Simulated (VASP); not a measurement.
HfSiO4: single point with r2SCAN

HfSiO4:

```
Hf Si O
1.0
    -3.29082    3.29082    2.98576
     3.29082   -3.29082    2.98576
     3.29082    3.29082   -2.98576
Hf Si O
2 2 8
Direct
  0.75000 0.25000 0.50000
  0.00000 0.00000 0.00000
  0.25000 0.75000 0.50000
  0.50000 0.50000 0.00000
  0.13525 0.31988 0.81537
  0.06988 0.75451 0.68463
  0.50451 0.31988 0.18463
  0.06988 0.38525 0.31537
  0.61475 0.93012 0.68463
  0.68012 0.86475 0.18463
  0.24549 0.93012 0.31537
  0.68012 0.49549 0.81537
```

```yaml
Program: VASP 6.6.1
Task: single point
Functional: r2SCAN
Potentials_or_basis: VASP PAW PBE potentials, release 64 (Hf_pv, Si, O)
Cutoff: 520 eV
k_mesh: 6 × 6 × 6
Occupations: gaussian, width 0.01 eV
Spin: no spin polarisation
Dipole_correction: no
Further_INCAR_settings: ALGO = Normal; EDIFF = 1e-06; NBANDS = 50
```

```json
{"Pressure": "-1.8 GPa", "Largest force": "0.217 eV/Å", "Band gap on the k mesh": "5.96 eV (least direct gap 6.31 eV)"}
```

Forces in eV/Å, atoms in the order of the input:
```
Hf   0.000  0.000  0.000
Hf   0.000  0.000  0.000
Si   0.000  0.000  0.000
Si   0.000  0.000  0.000
O    0.000 -0.153 -0.154
O    0.153  0.000 -0.154
O    0.000  0.153 -0.154
O   -0.153  0.000 -0.154
O    0.000  0.153  0.154
O    0.153  0.000  0.154
O    0.000 -0.153  0.154
O   -0.153  0.000  0.154
```

Stress tensor (GPa, compression positive):
```
-1.99  0.00  0.00
 0.00 -1.99  0.00
 0.00  0.00 -1.35
```

Levels at points of the mesh, in eV from the valence-band top:
| k point | band 34 | band 35 | band 36 | band 37 | band 38 | band 39 | band 40 | band 41 | band 42 | band 43 |
| --- | --- | --- | --- | --- | --- | --- | --- | --- | --- | --- |
| (0.00, 0.00, 0.00) | -0.70 | -0.60 | -0.60 | -0.58 | 0.00 | 6.31 | 6.59 | 6.77 | 6.77 | 6.95 |
| (0.50, 0.00, 0.00) | -1.17 | -0.95 | -0.85 | -0.27 | -0.20 | 6.21 | 6.36 | 7.12 | 7.27 | 7.41 |
| (0.50, 0.50, 0.00) | -1.01 | -0.94 | -0.94 | -0.62 | -0.62 | 5.97 | 5.97 | 7.08 | 7.08 | 7.09 |
| (0.50, 0.50, 0.50) | -1.38 | -1.13 | -1.13 | -0.91 | -0.91 | 6.78 | 6.78 | 7.21 | 7.21 | 7.28 |

It took 24 min on 1 thread of Oxide Virtual Turin-like Processor, with other jobs on the host, peak memory 0.35 GiB.

Caveat: the PAW data sets were made with another functional, which shifts forces and pressure a little; spin-orbit coupling is left out, which moves the levels of the heavy elements. r2SCAN opens gaps a little over a GGA but as a rule still falls short of measured ones.
